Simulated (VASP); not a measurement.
Set up this calculation in VASP 6.6.1, as the native input.

- Task: relaxation of the atoms
- Functional: PBE
- Potentials or basis: VASP PAW PBE potentials, release 64 (Sr_sv, O)
- Cutoff: 520 eV
- k mesh: 4 × 4 × 4
- Occupations: gaussian, width 0.05 eV
- Spin: no spin polarisation
- Dipole correction: no
- Further INCAR settings: ALGO = Normal; EDIFF = 1e-07; IBRION = 2; EDIFFG = -0.02; NSW = 70

The structure of Sr7O8 (a cell with a defect) lies in POSCAR:

```
Sr7O8
1.0
    0.0000000000      5.1947835166     -5.1947835166
    5.1947835166      5.1947835166      0.0000000000
    5.1947835166      0.0000000000     -5.1947835166
Sr O
7 8
Direct
    0.0000000000      0.0000000000      0.5000000000
    0.5000000000      0.0000000000      0.5000000000
    0.5000000000      0.5000000000      0.5000000000
    0.0000000000      0.0000000000      1.0000000000
    0.0000000000      0.5000000000      1.0000000000
    0.5000000000      0.0000000000      1.0000000000
    0.5000000000      0.5000000000      1.0000000000
    0.2500000000      0.7500000000      0.2500000000
    0.2500000000      0.2500000000      0.2500000000
    0.7500000000      0.7500000000      0.2500000000
    0.7500000000      0.2500000000      0.2500000000
    0.2500000000      0.7500000000      0.7500000000
    0.2500000000      0.2500000000      0.7500000000
    0.7500000000      0.7500000000      0.7500000000
    0.7500000000      0.2500000000      0.7500000000
```

This cell differs from its parent crystal: atoms taken out.

One way to write it, as run:

INCAR

```
PREC     = Accurate       # precision mode
ENCUT    = 520            # plane-wave cutoff, eV
EDIFF    = 1E-7           # SCF threshold, eV
ISMEAR   = 0              # smearing method
SIGMA    = 0.05           # smearing width, eV
LREAL    = F              # projectors in reciprocal space
LASPH    = T              # aspherical terms in the spheres
NELM     = 120            # most SCF steps
ALGO     = Normal         # electronic algorithm
ISIF     = 2              # what is computed and relaxed
LWAVE    = F              # write WAVECAR
LCHARG   = F              # write CHGCAR
GGA      = PE             # functional
IBRION   = 2              # ionic algorithm
NSW      = 70             # ionic steps
EDIFFG   = -0.02          # ionic threshold
GGA_COMPAT= F            
NELMIN   = 4
```

KPOINTS

```
regular mesh
0
Gamma
  4 4 4
```

Potentials or basis: VASP PAW PBE potentials, release 64 (Sr_sv, O).

Launch:

```bash
$ cat potpaw_PBE.64/Sr_sv/POTCAR potpaw_PBE.64/O/POTCAR > POTCAR
$ mpirun -np 1 vasp_std > vasp.out
```

Results of the run:

```json
{
 "Energy gained by relaxing": "44.0 meV/atom",
 "Ionic steps": "3",
 "Pressure after relaxing": "0.4 GPa",
 "Largest force after relaxing": "0.017 eV/Å",
 "Band gap on the k mesh": "zero (bands 59 and 60 overlap by 0.14 eV)"
}
```

Caveat: the cell differs from its parent crystal (atoms taken out).

Run time: 7.6 min on 1 thread of Intel(R) Xeon(R) 6975P-C (Granite Rapids) (shared host), peak memory 0.5 GiB.
